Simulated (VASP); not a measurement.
Hf, 1 atom in the cell. It takes space group P6/mmm (No. 191, hexagonal). The conventional cell has a = 2.389 Å, b = 2.389 Å, c = 2.304 Å, α = 90.00°, β = 90.00°, γ = 120.00°. Within 3.0 Å of Hf (site symmetry 6/mmm) lie 8 Hf at 2.30 to 2.39 Å. 

| Property | Result |
| --- | --- |
| Program | VASP 6.6.1 |
| Task | single point |
| Functional | PBE |
| Potentials or basis | VASP PAW PBE potentials, release 64 (Hf_pv) |
| Cutoff | 520 eV |
| k mesh | 18 × 18 × 17 |
| Occupations | fermi-dirac, width 0.1 eV |
| Spin | no spin polarisation |
| Dipole correction | no |
| Further INCAR settings | ALGO = Normal; EDIFF = 1e-06; NBANDS = 11 |

Potentials or basis: VASP PAW PBE potentials, release 64 (Hf_pv).

Launch:

```bash
$ cat potpaw_PBE.64/Hf_pv/POTCAR > POTCAR
$ mpirun -np 1 vasp_std > vasp.out
```

Hardware: 1 thread of Intel(R) Xeon(R) 6975P-C (Granite Rapids), with other jobs on the host.

Task: How long does it take, and how much memory?

Result: It took 11 s on 1 thread of Intel(R) Xeon(R) 6975P-C (Granite Rapids), with other jobs on the host, peak memory 0.15 GiB. Counts: scf iterations 11, k points 333.
